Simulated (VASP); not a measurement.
Runs of VASP 6.6.1 on PbS. Symmetry: Fm-3m, No. 225, cubic system. The conventional cell has a = 5.941 Å, b = 5.941 Å, c = 5.941 Å, α = 90.00°, β = 90.00°, γ = 90.00°. Pb (site symmetry m-3m) has 6 S at 2.97 Å within 3.9 Å. Within 3.9 Å of S (site symmetry m-3m) lie 6 Pb at 2.97 Å. 

| level | k mesh | smearing | grid for exact exchange (PRECFOCK) | share of exact exchange | screening parameter | gap on the mesh (eV) | pressure (GPa) |
| --- | --- | --- | --- | --- | --- | --- | --- |
| PBE-based screened hybrid with 15 % exact exchange | 4 × 4 × 4 | gaussian 0.01 eV | Normal | 0.15 | 0.5 1/Å | 0.47 | 1.4 |
| PBE-based screened hybrid with 20 % exact exchange | 4 × 4 × 4 | gaussian 0.01 eV | Normal | 0.2 | 0.2078 1/Å | (c) | 1.0 |
| PBE-based global hybrid with 40 % exact exchange | 4 × 4 × 4 | gaussian 0.01 eV | Normal | 0.4 | - | 2.21 | (b) |
| HSE06 | 4 × 4 × 4 | gaussian 0.01 eV | Normal | 0.25 | 0.2079 1/Å | 0.82 | 0.8 |
| HSE06 | 4 × 4 × 4 | methfessel-paxton 0.05 eV | Normal | 0.25 | 0.2079 1/Å | 0.82 | 0.8 |
| PBEsol | 6 × 6 × 6 | gaussian 0.01 eV | - | - | - | 0.27 | (a) |
| HF | 4 × 4 × 4 | gaussian 0.01 eV | Normal | 1 | - | 5.53 | 7.1 |

Alike in all rows: task single point; potentials or basis VASP PAW PBE potentials, release 64 (Pb_d, S); no spin polarisation; cell as given; cutoff (eV) 520.

**Question.** Estimate the missing entries.

**Answer.** (a) -1.2; (b) 0.0; (c) 0.73.

Caveats: some runs use coarse meshes; the PAW data sets were made with another functional, which shifts forces and pressure a little; spin-orbit coupling is left out, which moves the levels of the heavy elements.

A k mesh can miss the band edges, and the runs leave out spin-orbit coupling on Pb.
